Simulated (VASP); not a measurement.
# Cd (I4_1/amd) in VASP: notebook

Runs on Cd. Level: PBE. Tasks: single point.

All numbers are computed with VASP 6.6.1; they aren't measurements. Logs are shortened: lines on timing, memory, paths and dates and some standing lists are left out, and cuts for length are marked.

## Step 1: The cell of the first run

It takes space group I4_1/amd (No. 141, tetragonal). The conventional cell has a = 4.241 Å, b = 4.241 Å, c = 2.218 Å, α = 90.00°, β = 90.00°, γ = 90.00°. Within 2.9 Å of Cd (site symmetry -4m2) lie 10 Cd at 2.19 to 2.70 Å.

## Step 2: Single point, PBE

Contents of INCAR:

```
  ALGO = Normal
  EDIFF = 1E-6
  ENCUT = 520
  GGA = PE
  ISIF = 2
  ISMEAR = -1
  LASPH = T
  LCHARG = F
  LREAL = F
  LWAVE = F
  NBANDS = 19
  NELM = 100
  PREC = Accurate
  SIGMA = 0.1
```

Contents of KPOINTS:

```
k-points
0
Gamma
  19 19 19
```

Contents of POSCAR:

```
Cd
1.0
   -2.1206401055      2.1206401055      1.1091522491
    2.1206401055     -2.1206401055      1.1091522491
    2.1206401055      2.1206401055     -1.1091522491
Cd
2
Direct
   -0.3750000000     -0.1250000000     -0.2500000000
    0.3750000000      0.1250000000      0.2500000000
```

Potentials or basis: VASP PAW PBE potentials, release 64 (Cd).

Started as:

```
cat potpaw_PBE.64/Cd/POTCAR > POTCAR
mpirun -np 1 vasp_std > vasp.out
```

OUTCAR:

```text
EDIFF = 1E-6
   ENCUT = 520
   GGA = PE
   ISIF = 2
   ISMEAR = -1
   LASPH = T
   LREAL = F
   NELM = 100
   PREC = Accurate

 ion  position               nearest neighbor table
   1  0.625  0.875  0.750-   2 2.19   2 2.19   2 2.19   2 2.19   2 2.70   2 2.70   2 2.70   2 2.70
                             2 3.49   2 3.49
   2  0.375  0.125  0.250-   1 2.19   1 2.19   1 2.19   1 2.19   1 2.70   1 2.70   1 2.70   1 2.70
                             1 3.49   1 3.49

  LATTYP: Found a body centered tetragonal cell.
 ALAT       =     4.2412802110
 C/A-ratio  =     0.5230271022

  Lattice vectors:

 A1 = (  -2.1206401055,   2.1206401055,   1.1091522491)
 A2 = (   2.1206401055,  -2.1206401055,   1.1091522491)
 A3 = (   2.1206401055,   2.1206401055,  -1.1091522491)

Analysis of symmetry for initial positions (statically):
=====================================================================
 Subroutine PRICEL returns:
 Original cell was already a primitive cell.

 Routine SETGRP: Setting up the symmetry group for a
 body centered tetragonal supercell.

 Subroutine GETGRP returns: Found 16 space group operations
 (whereof  4 operations were pure point group operations)
 out of a pool of 16 trial point group operations.

The static configuration has the point symmetry C_2h.
 The point group associated with its full space group is D_4h.

Analysis of symmetry for dynamics (positions and initial velocities):
=====================================================================
 Subroutine PRICEL returns:
 Original cell was already a primitive cell.

 Routine SETGRP: Setting up the symmetry group for a
 body centered tetragonal supercell.

 Subroutine GETGRP returns: Found 16 space group operations
 (whereof  4 operations were pure point group operations)
 out of a pool of 16 trial point group operations.

The dynamic configuration has the point symmetry C_2h.
 The point group associated with its full space group is D_4h.

 Subroutine INISYM returns: Found 16 space group operations
 (whereof  4 operations are pure point group operations),
 and found     1 'primitive' translations

----------------------------------------------------------------------------------------

                                     Primitive cell

  volume of cell :      19.9519

  direct lattice vectors                    reciprocal lattice vectors
    -2.120640106  2.120640106  1.109152249     0.000000000  0.235777867  0.450794740
     2.120640106 -2.120640106  1.109152249     0.235777867  0.000000000  0.450794740
     2.120640106  2.120640106 -1.109152249     0.235777867  0.235777867  0.000000000

  length of vectors
     3.197569018  3.197569018  3.197569018     0.508730872  0.508730872  0.333440257

  position of ions in fractional coordinates (direct lattice)
     0.625000000  0.875000000  0.750000000
     0.375000000  0.125000000  0.250000000

  ion indices of the primitive-cell ions
   primitive index   ion index
                 1           1
                 2           2

----------------------------------------------------------------------------------------

 KPOINTS: k-points

Automatic generation of k-mesh.
 Grid dimensions read from file:
 generate k-points for:   19   19   19

 Generating k-lattice:

  Cartesian coordinates                     Fractional coordinates (reciprocal lattice)
     0.000000000  0.012409361  0.023726039     0.052631579  0.000000000  0.000000000
     0.012409361  0.000000000  0.023726039     0.000000000  0.052631579  0.000000000
     0.012409361  0.012409361  0.000000000     0.000000000  0.000000000  0.052631579

  Length of vectors
     0.026775309  0.026775309  0.017549487

  Shift w.r.t. Gamma in fractional coordinates (k-lattice)
     0.000000000  0.000000000  0.000000000

 Subroutine IBZKPT returns following result:
 ===========================================

 Found    550 irreducible k-points:

 Following reciprocal coordinates:
            Coordinates               Weight
  0.000000  0.000000  0.000000      1.000000
  0.052632 -0.000000  0.000000      8.000000
  0.105263 -0.000000  0.000000      8.000000
  0.157895  0.000000  0.000000      8.000000
  0.210526  0.000000  0.000000      8.000000
  0.263158  0.000000  0.000000      8.000000
[... 16 lines left out ...]
 -0.315789  0.052632 -0.000000     16.000000
 -0.263158  0.052632  0.000000     16.000000
 [... further k-points ...]
   k-points           NKPTS =    550   k-points in BZ     NKDIM =    550   number of bands    NBANDS=     19
   number of dos      NEDOS =    301   number of ions     NIONS =      2
   total plane-waves  NPLWV =  13824
   dimension x,y,z NGX =    24 NGY =   24 NGZ =   24
   dimension x,y,z NGXF=    48 NGYF=   48 NGZF=   48
   ions per type =               2
   NGX,Y,Z   is equivalent  to a cutoff of  12.48, 12.48, 12.48 a.u.
   NGXF,Y,Z  is equivalent  to a cutoff of  24.96, 24.96, 24.96 a.u.
 SYSTEM =  unknown system
   PREC   = accura    normal or accurate (medium, high low for compatibility)
   ISTART =      0    job   : 0-new  1-cont  2-samecut
   ICHARG =      2    charge: 1-file 2-atom 10-const
   ISPIN  =      1    spin polarized calculation?
   LNONCOLLINEAR =      F non collinear calculations
   LSORBIT =      F    spin-orbit coupling
   LASPH  =      T    aspherical Exc in radial PAW
   ENCUT  =  520.0 eV  38.22 Ry    6.18 a.u.   5.95  5.95  5.95*2*pi/ulx,y,z
   NELM   =    100;   NELMIN=  2; NELMDL= -5     # of ELM steps
   EDIFF  = 0.1E-05   stopping-criterion for ELM
   LREAL  =      F    real-space projection
   EDIFFG = 0.1E-04   stopping-criterion for IOM
   NSW    =      0    number of steps for IOM
   IBRION =     -1    ionic relax: 0-MD 1-quasi-New 2-CG
   NFREE  =      0    steps in history (QN), initial steepest desc. (CG)
   ISIF   =      2    stress and relaxation
   ISYM   =      2    0-nonsym 1-usesym 2-fastsym
   POTIM  = 0.5000    time-step for ionic-motion
   TEBEG  =    0.0;   TEEND  =   0.0 temperature during run
   PSTRESS=    0.0 pullay stress
   NELECT =      24.0000    total number of electrons
   NUPDOWN=      -1.0000    fix difference up-down
   EMIN   =  10.00;   EMAX   =-10.00  energy-range for DOS
   EFERMI =   0.00;   METHOD = LEGACY
   ISMEAR =    -1;   SIGMA  =   0.10  broadening in eV -4-tet -1-fermi 0-gaus
   EFERMI_NEDOS =   21; number of points for ismear=-14 and -15
   IALGO  =     38    algorithm
   IMIX   =      4    mixing-type and parameters
     AMIX     =   0.40;   BMIX     =  1.00
     AMIX_MAG =   1.60;   BMIX_MAG =  1.00
  volume/ion in A,a.u.               =       9.98        67.32
  Fermi-wavevector in a.u.,A,eV,Ry     =   1.741073  3.290150 41.243800  3.031334
  Thomas-Fermi vector in A             =   2.813600
   LORBIT       =      0    0 simple, 1 ext, 2 COOP (PROOUT), +10 PAW based schemes
   GGA     = PE    functional components
   LHFCALC =     F    Hartree Fock is set to
   AEXX    =    0.0000 exact exchange contribution
   IVDW    =     0    specifies the selected vdW correction
   LEPSILON=     F    determine dielectric tensor
   LRPA    =     F    only Hartree local field effects (RPA)
 non-spin polarized calculation
  energy-cutoff  :      520.00
  volume of cell :       19.95
 maximum number of plane-waves:       552
   NGX = 11   NGY = 11   NGZ = 11

 number of electron      24.0000014 magnetization

 Free energy of the ion-electron system (eV)
  ---------------------------------------------------
  ext. energy  EPLUGINS =         0.00000000
  ---------------------------------------------------
  free energy    TOTEN  =        14.93866768 eV

  energy without entropy =       14.95375391  energy(sigma->0) =       14.94621080

 E-fermi :  13.3248     XC(G=0): -15.7495

 val. band max:       13.3154006955   @ k =  -0.3158  -0.3684   0.3158
 cond. band min:      13.3444686164   @ k =  -0.1579  -0.4737   0.1579
 fundamental gap:      0.0290679209
 Fermi energy:        13.3247745258

 k-point     1 :       0.0000    0.0000    0.0000
  band No.  band energies     occupation
      1      -5.4509      2.00000
      2      -5.0225      2.00000
      3      -4.7882      2.00000
      4      -4.0116      2.00000
      5      -3.7600      2.00000
      6       0.6468      2.00000
[... 11 lines left out ...]
     18      35.5945      0.00000
     19      36.0190      0.00000

 k-point     2 :       0.0526   -0.0000    0.0000
  band No.  band energies     occupation
      1      -5.3860      2.00000
      2      -4.8797      2.00000
      3      -4.7644      2.00000
      4      -3.8539      2.00000
      5      -3.6672      2.00000
      6       0.2448      2.00000
[... 11 lines left out ...]
     18      33.8040      0.00000
     19      34.0434      0.00000

 k-point     3 :       0.1053   -0.0000    0.0000
  band No.  band energies     occupation
      1      -5.1971      2.00000
      2      -4.6928      2.00000
      3      -4.4692      2.00000
      4      -3.4319      2.00000
      5      -3.3694      2.00000
      6      -0.3653      2.00000
[... 11 lines left out ...]
     18      31.2111      0.00000
     19      32.0184      0.00000

 k-point     4 :       0.1579    0.0000    0.0000
  band No.  band energies     occupation
      1      -4.9031      2.00000
      2      -4.5407      2.00000
      3      -3.9655      2.00000
      4      -2.8954      2.00000
      5      -2.7573      2.00000
      6      -1.0675      2.00000
[... 407 lines left out ...]
     18      26.9257      0.00000
     19      29.8109      0.00000

 k-point    23 :      -0.3158    0.0526   -0.0000
  band No.  band energies     occupation
      1      -4.2424      2.00000
      2      -4.0211      2.00000
      3      -3.5786      2.00000
      4      -2.2113      2.00000
      5      -1.9602      2.00000
      6      -1.2614      2.00000
[... 11 lines left out ...]
     18      27.5635      0.00000
     19      29.6498      0.00000

 k-point    24 :      -0.2632    0.0526    0.0000
  band No.  band energies     occupation
      1      -4.4263      2.00000
      2      -4.2357      2.00000
      3      -3.5865      2.00000
      4      -2.2034      2.00000
      5      -2.1827      2.00000
      6      -1.5777      2.00000
[... 11 lines left out ...]
     18      27.7834      0.00000
     19      30.8543      0.00000

 [... further k-points ...]

------------------------ aborting loop because EDIFF is reached ----------------------------------------

  FORCE on cell =-STRESS in cart. coord.  units (eV):
  Direction    XX          YY          ZZ          XY          YZ          ZX
  --------------------------------------------------------------------------------------
  -------------------------------------------------------------------------------------
  Total       55.0524584     55.0524584     55.2058949     -0.0000000      0.0000000      0.0000000
  in kB     4420.8136003   4420.8136003   4433.1348319     -0.0000000      0.0000000      0.0000000
  external PRESSURE =    4424.9206775 kB  Pullay stress =       0.0000000 kB

 VOLUME and BASIS-vectors are now :
 -----------------------------------------------------------------------------
  energy-cutoff  :      520.00
  volume of cell :       19.95
      direct lattice vectors                 reciprocal lattice vectors
    -2.120640106  2.120640106  1.109152249     0.000000000  0.235777867  0.450794740
     2.120640106 -2.120640106  1.109152249     0.235777867  0.000000000  0.450794740
     2.120640106  2.120640106 -1.109152249     0.235777867  0.235777867  0.000000000

 POSITION                                       TOTAL-FORCE (eV/Angst)
 -----------------------------------------------------------------------------------
      2.12064      1.06032      0.83186         0.000000     -0.000000     -0.000000
     -0.00000      1.06032      0.27729        -0.000000      0.000000      0.000000
 -----------------------------------------------------------------------------------
    total drift:                               -0.000000      0.000000      0.000000

  FREE ENERGIE OF THE ION-ELECTRON SYSTEM (eV)
  ---------------------------------------------------
  free  energy   TOTEN  =        14.9386676798 eV

  energy  without entropy=       14.9537539123  energy(sigma->0) =       14.94621080
```

Run time: 90 s. Hardware: 1 thread of Oxide Virtual Turin-like, shared host; peak memory 0.24 GiB.

Results:

| Property | Result |
| --- | --- |
| Free energy | 14.9387 eV |
| Pressure | 442.5 GPa |
| Band gap on the k mesh | zero (bands 12 and 13 overlap by 7.17 eV) |

Stress tensor (GPa, compression positive):
```
442.08   0.00   0.00
  0.00 442.08   0.00
  0.00   0.00 443.31
```

Caveat: the cell stands under pressure.

## Step 3: Single point, PBE

Contents of INCAR:

```
PREC = Accurate
ENCUT = 520
EDIFF = 1E-7
ISMEAR = -1
SIGMA = 0.1
LREAL = False
LASPH = True
NELM = 80
ALGO = Normal
ISIF = 2
LWAVE = False
LCHARG = False
GGA = PE
NBANDS = 19
```

Contents of KPOINTS:

```
Automatic mesh
0
Gamma
  19 19 19
```

Contents of POSCAR:

```
Cd
1.0
   -2.1206451024      2.1206451024      1.1092769351
    2.1206451024     -2.1206451024      1.1092769351
    2.1206451024      2.1206451024     -1.1092769351
Cd
2
Direct
   -0.3750000000     -0.1250000000     -0.2500000000
    0.3750000000      0.1250000000      0.2500000000
```

Potentials or basis: VASP PAW PBE potentials, release 64 (Cd).

Started as:

```
cat potpaw_PBE.64/Cd/POTCAR > POTCAR
mpirun -np 1 vasp_std > vasp.out
```

It took 1.9 min on 1 thread of Oxide Virtual Turin-like, shared host; peak memory 0.25 GiB.

Results (log left out):

```
Free energy            : 14.9322 eV
Pressure               : 442.3 GPa
Band gap on the k mesh : zero (bands 12 and 13 overlap by 7.17 eV)
```

Stress tensor (GPa, compression positive):
```
441.98   0.00   0.00
  0.00 441.98   0.00
  0.00   0.00 443.01
```

Levels at points of the mesh, in eV from the Fermi level:
| k point | band 9 | band 10 | band 11 | band 12 | band 13 | band 14 | band 15 | band 16 |
| --- | --- | --- | --- | --- | --- | --- | --- | --- |
| (0.00, 0.00, 0.00) | -12.62 | -11.12 | -9.72 | -0.56 | -0.56 | 8.49 | 11.00 | 15.09 |

Caveat: the cell stands under pressure.

The gap in the log of VASP goes by the Fermi energy; the results here count the filled bands.